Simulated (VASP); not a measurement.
# Si2Ni (Fm-3m) in VASP: a series of runs

Runs on Si2Ni. Level: PBE. Tasks: single point.

Everything below comes from runs of VASP 6.6.1. Logs are shortened: lines on timing, memory, paths and dates and some standing lists are left out, and cuts for length are marked.

## (1) The cell of the first run

Symmetry: Fm-3m, No. 225, cubic system. Conventional cell: a = 5.553 Å, b = 5.553 Å, c = 5.553 Å, α = 90.00°, β = 90.00°, γ = 90.00°. Si (site symmetry -43m) has 4 Ni at 2.40 Å and 6 Si at 2.78 Å within 3.2 Å. Ni (site symmetry m-3m) has 8 Si at 2.40 Å within 3.2 Å.

## (2) Single point, PBE, collinear spin, ferromagnetic start

Input file INCAR:

```
SYSTEM = Si2Ni
ALGO = Normal
EDIFF = 1E-7
ENCUT = 520
GGA = PE
ISIF = 2
ISMEAR = 0
ISPIN = 2
LASPH = .True.
LCHARG = .True.
LELF = .True.
LMAXMIX = 4
LORBIT = 11
LREAL = .False.
LVHAR = .True.
LWAVE = .False.
MAGMOM = 0 0 0.625
NBANDS = 20
NELM = 150
NUPDOWN = 0.625
PREC = Accurate
SIGMA = 0.15
```

Input file KPOINTS:

```
k-points
0
Gamma
  14 14 14
  0 0 0
```

Input file POSCAR:

```
Si2Ni
1.0
    0.0000000000      2.7765473069      2.7765473069
    2.7765473069      0.0000000000      2.7765473069
    2.7765473069      2.7765473069      0.0000000000
Si Ni
2 1
Direct
    0.2500000000      0.2500000000      0.2500000000
    0.7500000000      0.7500000000      0.7500000000
    0.0000000000      0.0000000000      0.0000000000
```

Potentials or basis: VASP PAW PBE potentials, release 64 (Si, Ni).

Started as:

```
$ cat potpaw_PBE.64/Si/POTCAR potpaw_PBE.64/Ni/POTCAR > POTCAR
$ mpirun -np 1 vasp_std > vasp.out
```

OUTCAR:

```text
SYSTEM = Si2Ni
   EDIFF = 1E-7
   ENCUT = 520
   GGA = PE
   ISIF = 2
   ISMEAR = 0
   ISPIN = 2
   LASPH = .True.
   LORBIT = 11
   LREAL = .False.
   NELM = 150
   NUPDOWN = 0.625
   PREC = Accurate

 ion  position               nearest neighbor table
   1  0.250  0.250  0.250-   3 2.40   3 2.40   3 2.40   3 2.40   2 2.78   2 2.78   2 2.78   2 2.78
                             2 2.78   2 2.78
   2  0.750  0.750  0.750-   3 2.40   3 2.40   3 2.40   3 2.40   1 2.78   1 2.78   1 2.78   1 2.78
                             1 2.78   1 2.78
   3  0.000  0.000  0.000-   1 2.40   2 2.40   2 2.40   2 2.40   2 2.40   1 2.40   1 2.40   1 2.40

  LATTYP: Found a face centered cubic cell.
 ALAT       =     5.5530946138

  Lattice vectors:

 A1 = (   0.0000000000,   2.7765473069,   2.7765473069)
 A2 = (   2.7765473069,   0.0000000000,   2.7765473069)
 A3 = (   2.7765473069,   2.7765473069,   0.0000000000)

Analysis of symmetry for initial positions (statically):
=====================================================================
 Subroutine PRICEL returns:
 Original cell was already a primitive cell.

 Routine SETGRP: Setting up the symmetry group for a
 face centered cubic supercell.

 Subroutine GETGRP returns: Found 48 space group operations
 (whereof 48 operations were pure point group operations)
 out of a pool of 48 trial point group operations.

The static configuration has the point symmetry O_h .

Analysis of symmetry for dynamics (positions and initial velocities):
=====================================================================
 Subroutine PRICEL returns:
 Original cell was already a primitive cell.

 Routine SETGRP: Setting up the symmetry group for a
 face centered cubic supercell.

 Subroutine GETGRP returns: Found 48 space group operations
 (whereof 48 operations were pure point group operations)
 out of a pool of 48 trial point group operations.

The dynamic configuration has the point symmetry O_h .

Analysis of structural, dynamic, and magnetic symmetry:
=====================================================================
 Subroutine PRICEL returns:
 Original cell was already a primitive cell.

 Routine SETGRP: Setting up the symmetry group for a
 face centered cubic supercell.

 Subroutine GETGRP returns: Found 48 space group operations
 (whereof 48 operations were pure point group operations)
 out of a pool of 48 trial point group operations.

The overall configuration has the point symmetry O_h .

 Subroutine INISYM returns: Found 48 space group operations
 (whereof 48 operations are pure point group operations),
 and found     1 'primitive' translations

----------------------------------------------------------------------------------------

                                     Primitive cell

  volume of cell :      42.8100

  direct lattice vectors                    reciprocal lattice vectors
     0.000000000  2.776547307  2.776547307    -0.180079770  0.180079770  0.180079770
     2.776547307  0.000000000  2.776547307     0.180079770 -0.180079770  0.180079770
     2.776547307  2.776547307  0.000000000     0.180079770  0.180079770 -0.180079770

  length of vectors
     3.926630858  3.926630858  3.926630858     0.311907311  0.311907311  0.311907311

  position of ions in fractional coordinates (direct lattice)
     0.250000000  0.250000000  0.250000000
     0.750000000  0.750000000  0.750000000
     0.000000000  0.000000000  0.000000000

  ion indices of the primitive-cell ions
   primitive index   ion index
                 1           1
                 2           2
                 3           3

----------------------------------------------------------------------------------------

 KPOINTS: k-points

Automatic generation of k-mesh.
 Grid dimensions read from file:
 generate k-points for:   14   14   14

 Generating k-lattice:

  Cartesian coordinates                     Fractional coordinates (reciprocal lattice)
    -0.012862841  0.012862841  0.012862841     0.071428571  0.000000000  0.000000000
     0.012862841 -0.012862841  0.012862841     0.000000000  0.071428571  0.000000000
     0.012862841  0.012862841 -0.012862841     0.000000000  0.000000000  0.071428571

  Length of vectors
     0.022279094  0.022279094  0.022279094

  Shift w.r.t. Gamma in fractional coordinates (k-lattice)
     0.000000000  0.000000000  0.000000000

 Subroutine IBZKPT returns following result:
 ===========================================

 Found    104 irreducible k-points:

 Following reciprocal coordinates:
            Coordinates               Weight
  0.000000  0.000000  0.000000      1.000000
  0.071429  0.000000  0.000000      8.000000
  0.142857  0.000000  0.000000      8.000000
  0.214286  0.000000  0.000000      8.000000
  0.285714  0.000000  0.000000      8.000000
  0.357143  0.000000  0.000000      8.000000
[... 16 lines left out ...]
  0.214286  0.142857  0.000000     24.000000
  0.285714  0.142857  0.000000     24.000000
 [... further k-points ...]
   k-points           NKPTS =    104   k-points in BZ     NKDIM =    104   number of bands    NBANDS=     20
   number of dos      NEDOS =    301   number of ions     NIONS =      3
   total plane-waves  NPLWV =  27000
   dimension x,y,z NGX =    30 NGY =   30 NGZ =   30
   dimension x,y,z NGXF=    60 NGYF=   60 NGZF=   60
   ions per type =               2   1
   NGX,Y,Z   is equivalent  to a cutoff of  12.70, 12.70, 12.70 a.u.
   NGXF,Y,Z  is equivalent  to a cutoff of  25.40, 25.40, 25.40 a.u.
 SYSTEM =  Si2Ni
   PREC   = accura    normal or accurate (medium, high low for compatibility)
   ISTART =      0    job   : 0-new  1-cont  2-samecut
   ICHARG =      2    charge: 1-file 2-atom 10-const
   ISPIN  =      2    spin polarized calculation?
   LNONCOLLINEAR =      F non collinear calculations
   LSORBIT =      F    spin-orbit coupling
   LASPH  =      T    aspherical Exc in radial PAW
   ENCUT  =  520.0 eV  38.22 Ry    6.18 a.u.   7.30  7.30  7.30*2*pi/ulx,y,z
   NELM   =    150;   NELMIN=  2; NELMDL= -5     # of ELM steps
   EDIFF  = 0.1E-06   stopping-criterion for ELM
   LREAL  =      F    real-space projection
   EDIFFG = 0.1E-05   stopping-criterion for IOM
   NSW    =      0    number of steps for IOM
   IBRION =     -1    ionic relax: 0-MD 1-quasi-New 2-CG
   NFREE  =      0    steps in history (QN), initial steepest desc. (CG)
   ISIF   =      2    stress and relaxation
   ISYM   =      2    0-nonsym 1-usesym 2-fastsym
   POTIM  = 0.5000    time-step for ionic-motion
   TEBEG  =    0.0;   TEEND  =   0.0 temperature during run
   PSTRESS=    0.0 pullay stress
   NELECT =      18.0000    total number of electrons
   NUPDOWN=       0.6250    fix difference up-down
   EMIN   =  10.00;   EMAX   =-10.00  energy-range for DOS
   EFERMI =   0.00;   METHOD = LEGACY
   ISMEAR =     0;   SIGMA  =   0.15  broadening in eV -4-tet -1-fermi 0-gaus
   EFERMI_NEDOS =   21; number of points for ismear=-14 and -15
   IALGO  =     38    algorithm
   IMIX   =      4    mixing-type and parameters
     AMIX     =   0.40;   BMIX     =  1.00
     AMIX_MAG =   1.60;   BMIX_MAG =  1.00
  volume/ion in A,a.u.               =      14.27        96.30
  Fermi-wavevector in a.u.,A,eV,Ry     =   1.226452  2.317658 20.465676  1.504185
  Thomas-Fermi vector in A             =   2.361452
   LORBIT       =     11    0 simple, 1 ext, 2 COOP (PROOUT), +10 PAW based schemes
   GGA     = PE    functional components
   LHFCALC =     F    Hartree Fock is set to
   AEXX    =    0.0000 exact exchange contribution
   IVDW    =     0    specifies the selected vdW correction
   LEPSILON=     F    determine dielectric tensor
   LRPA    =     F    only Hartree local field effects (RPA)
 spin polarized calculation
 Gauss-broadening in eV      SIGMA  =   0.15
  energy-cutoff  :      520.00
  volume of cell :       42.81
 maximum number of plane-waves:      1185
 NGX is ok and might be reduce to    30
   NGX = 15   NGY = 15   NGZ = 15

 number of electron      18.0000011 magnetization       0.6250001

 Free energy of the ion-electron system (eV)
  ---------------------------------------------------
  ext. energy  EPLUGINS =         0.00000000
  ---------------------------------------------------
  free energy    TOTEN  =       -17.14300172 eV

  energy without entropy =      -17.13254648  energy(sigma->0) =      -17.13777410

 E-fermi :   8.5247     XC(G=0): -11.2241

 val. band max:        9.6527059210   @ k =  -0.3571   0.3571   0.0714
 cond. band min:       8.5327869276   @ k =  -0.0714   0.0714   0.0000
 fundamental gap:     -1.1199189934
 Fermi energy:         9.6610490444

 spin component 1

 k-point     1 :       0.0000    0.0000    0.0000
  band No.  band energies     occupation
      1      -3.8835      1.00000
      2       4.4669      1.00000
      3       4.4669      1.00000
      4       4.4669      1.00000
      5       6.0974      1.00000
      6       6.0974      1.00000
[... 12 lines left out ...]
     19      18.1285      0.00000
[... 513 lines left out ...]
      4       4.6598      1.00000
      5       5.6093      1.00000
      6       6.2057      1.00000
[... 12 lines left out ...]
     19      21.9764      0.00000
     20      23.8569      0.00000

 [... further k-points ...]

 spin component 2

 k-point     1 :       0.0000    0.0000    0.0000
  band No.  band energies     occupation
      1      -3.7278      1.00000
      2       4.7254      1.00000
      3       4.7255      1.00000
      4       4.7255      1.00000
      5       6.2998      1.00000
      6       6.2998      1.00000
[... 12 lines left out ...]
     19      18.2618      0.00000
[... 513 lines left out ...]
      4       4.9105      1.00000
      5       5.8009      1.00000
      6       6.4144      1.00000
[... 12 lines left out ...]
     19      22.1163      0.00000
     20      24.0346      0.00000

 [... further k-points ...]

------------------------ aborting loop because EDIFF is reached ----------------------------------------

  FORCE on cell =-STRESS in cart. coord.  units (eV):
  Direction    XX          YY          ZZ          XY          YZ          ZX
  --------------------------------------------------------------------------------------
  -------------------------------------------------------------------------------------
  Total       -1.6823347     -1.6823347     -1.6823347      0.0000000      0.0000000     -0.0000000
  in kB      -62.9618884    -62.9618884    -62.9618884      0.0000000      0.0000000     -0.0000000
  external PRESSURE =     -62.9618884 kB  Pullay stress =       0.0000000 kB

 VOLUME and BASIS-vectors are now :
 -----------------------------------------------------------------------------
  energy-cutoff  :      520.00
  volume of cell :       42.81
      direct lattice vectors                 reciprocal lattice vectors
     0.000000000  2.776547307  2.776547307    -0.180079770  0.180079770  0.180079770
     2.776547307  0.000000000  2.776547307     0.180079770 -0.180079770  0.180079770
     2.776547307  2.776547307  0.000000000     0.180079770  0.180079770 -0.180079770

 POSITION                                       TOTAL-FORCE (eV/Angst)
 -----------------------------------------------------------------------------------
      1.38827      1.38827      1.38827        -0.000000     -0.000000     -0.000000
      4.16482      4.16482      4.16482         0.000000     -0.000000      0.000000
      0.00000      0.00000      0.00000        -0.000000      0.000000     -0.000000
 -----------------------------------------------------------------------------------
    total drift:                                0.000000     -0.000000     -0.000000

  FREE ENERGIE OF THE ION-ELECTRON SYSTEM (eV)
  ---------------------------------------------------
  free  energy   TOTEN  =       -17.1430017164 eV

  energy  without entropy=      -17.1325464755  energy(sigma->0) =      -17.13777410

 total charge

# of ion       s       p       d       tot
------------------------------------------
    1        0.759   0.791   0.000   1.550
    2        0.759   0.791   0.000   1.550
    3        0.520   0.679   8.409   9.608
--------------------------------------------------
tot          2.038   2.261   8.409  12.708

 magnetization (x)

# of ion       s       p       d       tot
------------------------------------------
    1        0.043   0.036   0.000   0.079
    2        0.043   0.036   0.000   0.079
    3        0.002   0.033   0.268   0.303
--------------------------------------------------
tot          0.089   0.104   0.268   0.461
```

Wall time 2.2 min (1 thread of Intel Xeon 6975P-C (Granite Rapids), shared host); peak memory 0.27 GiB.

Results:

- Free energy: -17.1430 eV
- Pressure: -6.3 GPa
- Net moment: 0.63 μB per cell
- Site moments: Si +0.08; Ni +0.30 μB
- Valence electrons inside the program's atomic spheres: Si 1.55; Ni 9.61

Caveat: the total moment is fixed, so each spin has its own Fermi level.

## (3) Single point, PBE, collinear spin, ferromagnetic start

This run uses another cell than the first one, of 13.46 Å³/atom, 0.943 times its volume.

Input file INCAR:

```
PREC = Accurate
ENCUT = 520
EDIFF = 1E-6
ISMEAR = 0
SIGMA = 0.15
LREAL = F
LASPH = T
NELM = 150
ALGO = Normal
ISIF = 2
LWAVE = F
LCHARG = F
ISPIN = 2
MAGMOM = 0 0 0.75
LORBIT = 11
NUPDOWN = 0.75
LMAXMIX = 4
GGA = PE
NBANDS = 20
```

Input file KPOINTS:

```
Automatic mesh
0
Gamma
  14 14 14
```

Input file POSCAR:

```
Si2Ni
1.0
    0.0000000000      2.7231673631      2.7231673631
    2.7231673631      0.0000000000      2.7231673631
    2.7231673631      2.7231673631      0.0000000000
Si Ni
2 1
Direct
    0.2500000000      0.2500000000      0.2500000000
    0.7500000000      0.7500000000      0.7500000000
    0.0000000000      0.0000000000      0.0000000000
```

Potentials or basis: VASP PAW PBE potentials, release 64 (Si, Ni).

Started as:

```
$ cat potpaw_PBE.64/Si/POTCAR potpaw_PBE.64/Ni/POTCAR > POTCAR
$ mpirun -np 1 vasp_std > vasp.out
```

OUTCAR:

```text
PREC = Accurate
   ENCUT = 520
   EDIFF = 1E-6
   ISMEAR = 0
   LREAL = F
   LASPH = T
   NELM = 150
   ISIF = 2
   ISPIN = 2
   LORBIT = 11
   NUPDOWN = 0.75
   GGA = PE

 ion  position               nearest neighbor table
   1  0.250  0.250  0.250-   3 2.36   3 2.36   3 2.36   3 2.36   2 2.72   2 2.72   2 2.72   2 2.72
                             2 2.72   2 2.72
   2  0.750  0.750  0.750-   3 2.36   3 2.36   3 2.36   3 2.36   1 2.72   1 2.72   1 2.72   1 2.72
                             1 2.72   1 2.72
   3  0.000  0.000  0.000-   2 2.36   2 2.36   2 2.36   1 2.36   2 2.36   1 2.36   1 2.36   1 2.36

  LATTYP: Found a face centered cubic cell.
 ALAT       =     5.4463347262

  Lattice vectors:
[... 1327 lines left out ...]
  energy-cutoff  :      520.00
  volume of cell :       40.39
      direct lattice vectors                 reciprocal lattice vectors
     0.000000000  2.723167363  2.723167363    -0.183609721  0.183609721  0.183609721
     2.723167363  0.000000000  2.723167363     0.183609721 -0.183609721  0.183609721
     2.723167363  2.723167363  0.000000000     0.183609721  0.183609721 -0.183609721

 POSITION                                       TOTAL-FORCE (eV/Angst)
 -----------------------------------------------------------------------------------
      1.36158      1.36158      1.36158         0.000000      0.000000      0.000000
      4.08475      4.08475      4.08475        -0.000000     -0.000000     -0.000000
      0.00000      0.00000      0.00000         0.000000      0.000000      0.000000
 -----------------------------------------------------------------------------------
    total drift:                                0.000000     -0.000000     -0.000000

  FREE ENERGIE OF THE ION-ELECTRON SYSTEM (eV)
  ---------------------------------------------------
  free  energy   TOTEN  =       -17.0967892549 eV

  energy  without entropy=      -17.0870110418  energy(sigma->0) =      -17.09190015

 total charge

# of ion       s       p       d       tot
------------------------------------------
    1        0.753   0.826   0.000   1.579
    2        0.753   0.826   0.000   1.579
    3        0.549   0.748   8.445   9.742
--------------------------------------------------
tot          2.056   2.400   8.445  12.901

 magnetization (x)

# of ion       s       p       d       tot
------------------------------------------
    1        0.052   0.045   0.000   0.097
    2        0.052   0.045   0.000   0.097
    3        0.003   0.044   0.304   0.351
--------------------------------------------------
tot          0.108   0.134   0.304   0.545
```

Run time: 1.7 min. Hardware: 1 thread of Intel Xeon Platinum 8488C (Sapphire Rapids), shared host; peak memory 0.27 GiB.

Results:

```yaml
Free_energy: -17.0968 eV
Pressure: 2.0 GPa
Net_moment: 0.75 μB per cell
Site_moments: Si +0.10; Ni +0.35 μB
Valence_electrons_inside_the_program's_atomic_spheres: Si 1.58; Ni 9.74
```

Caveat: the total moment is fixed, so each spin has its own Fermi level.

## (4) Single point, PBE, collinear spin, ferromagnetic start

This run uses another cell than the first one, of 13.46 Å³/atom, 0.943 times its volume.

Input file INCAR:

```
PREC     = Accurate       # precision mode
ENCUT    = 520            # plane-wave cutoff, eV
EDIFF    = 1E-6           # SCF threshold, eV
ISMEAR   = 0              # smearing method
SIGMA    = 0.15           # smearing width, eV
LREAL    = F              # projectors in reciprocal space
LASPH    = T              # aspherical terms in the spheres
NELM     = 150            # most SCF steps
ALGO     = Normal         # electronic algorithm
ISIF     = 2              # what is computed and relaxed
LWAVE    = F              # write WAVECAR
LCHARG   = F              # write CHGCAR
ISPIN    = 2              # spin polarisation
MAGMOM   = 0 0 0.625      # initial moments
LORBIT   = 11             # projections on sites
NUPDOWN  = 0.625          # fixed moment
LMAXMIX  = 4              # l up to which the mixer works
GGA      = PE             # functional
NBANDS   = 20             # bands
```

Input file KPOINTS:

```
regular mesh
0
Gamma
  14 14 14
```

POSCAR is that of step 3.

Started as:

```
$ cat potpaw_PBE.64/Si/POTCAR potpaw_PBE.64/Ni/POTCAR > POTCAR
$ mpirun -np 1 vasp_std > vasp.out
```

It took 1.8 min on 1 thread of Intel Xeon Platinum 8488C (Sapphire Rapids), shared host; peak memory 0.27 GiB.

The run converged. Its results:

| Item | Value |
| --- | --- |
| Free energy | -17.1843 eV |
| Pressure | 1.2 GPa |
| Net moment | 0.62 μB per cell |
| Site moments | Si +0.08; Ni +0.30 μB |
| Valence electrons inside the program's atomic spheres | Si 1.58; Ni 9.74 |

Caveat: the total moment is fixed, so each spin has its own Fermi level.

## (5) The runs side by side

```tsv
fixed moment (μB)	cell	pressure (GPa)	moment (μB)
0.625	a = 3.927 Å, angles 60.0°, 3 atoms	-6.3	0.63
0.75	a = 3.851 Å, angles 60.0°, 3 atoms	2.0	0.75
0.625	a = 3.851 Å, angles 60.0°, 3 atoms	1.2	0.62
```

Alike in all rows: task single point; level PBE; potentials or basis VASP PAW PBE potentials, release 64 (Si, Ni); spin collinear, ferromagnetic start; k mesh 14 × 14 × 14; cutoff (eV) 520; smearing gaussian 0.15 eV.

Caveats: the total moment is fixed, so each spin has its own Fermi level.

Total energies depend on the potentials used, so only differences within one code and one set of settings carry meaning.
